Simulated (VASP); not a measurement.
Set up this calculation in VASP 6.6.1, as the native input.

```
Task                   : single point
Functional             : PBEsol
Potentials or basis    : VASP PAW PBE potentials, release 64 (Si, Ni)
Cutoff                 : 520 eV
k mesh                 : 8 × 12 × 8
Occupations            : gaussian, width 0.15 eV
Spin                   : no spin polarisation
Dipole correction      : no
Further INCAR settings : ALGO = Fast; EDIFF = 1e-06; NBANDS = 38
```

The structure of SiNi lies in POSCAR:

```
SiNi
1.0
    5.0878282843      0.0000000000      0.0000000000
    0.0000000000      3.2906160612      0.0000000000
    0.0000000000      0.0000000000      5.5278301702
Si Ni
4 4
Direct
    0.3214276657      0.7500000000      0.0865554855
    0.1785723343      0.2500000000      0.5865554855
    0.8214276657      0.7500000000      0.4134445145
    0.6785723343      0.2500000000      0.9134445145
    0.0093007310      0.2500000000      0.1873863638
    0.4906992690      0.7500000000      0.6873863638
    0.5093007310      0.2500000000      0.3126136362
    0.9906992690      0.7500000000      0.8126136362
```

This cell differs from its parent crystal: strain -0.0200 x Voigt [0, 1, 0, 0, 0, 0].

These files were run (other wordings do the same):

INCAR

```
SYSTEM = SiNi
PREC = Accurate
ENCUT = 520
EDIFF = 1E-6
ISMEAR = 0
SIGMA = 0.15
LREAL = .FALSE.
LASPH = .TRUE.
NELM = 100
ALGO = Fast
ISIF = 2
LWAVE = .FALSE.
LCHARG = .TRUE.
GGA = PS
LELF = .TRUE.
LVHAR = .TRUE.
NBANDS = 38
```

KPOINTS

```
regular mesh
0
G
  8 12 8
  0 0 0
```

Potentials or basis: VASP PAW PBE potentials, release 64 (Si, Ni).

Launch:

```sh
$ cat potpaw_PBE.64/Si/POTCAR potpaw_PBE.64/Ni/POTCAR > POTCAR
$ mpirun -np 1 vasp_std > vasp.out
```

It gave:

- Pressure: 4.0 GPa
- Largest force: 0.151 eV/Å
- Band gap on the k mesh: zero (bands 28 and 29 overlap by 1.82 eV)

Caveat: the cell differs from its parent crystal (strain -0.0200 x Voigt [0, 1, 0, 0, 0, 0]); the cell stands under pressure; the PAW data sets were made with another functional, which shifts forces and pressure a little.

It took 13 min on 1 thread of Oxide Virtual Turin-like Processor (shared host), peak memory 0.5 GiB.
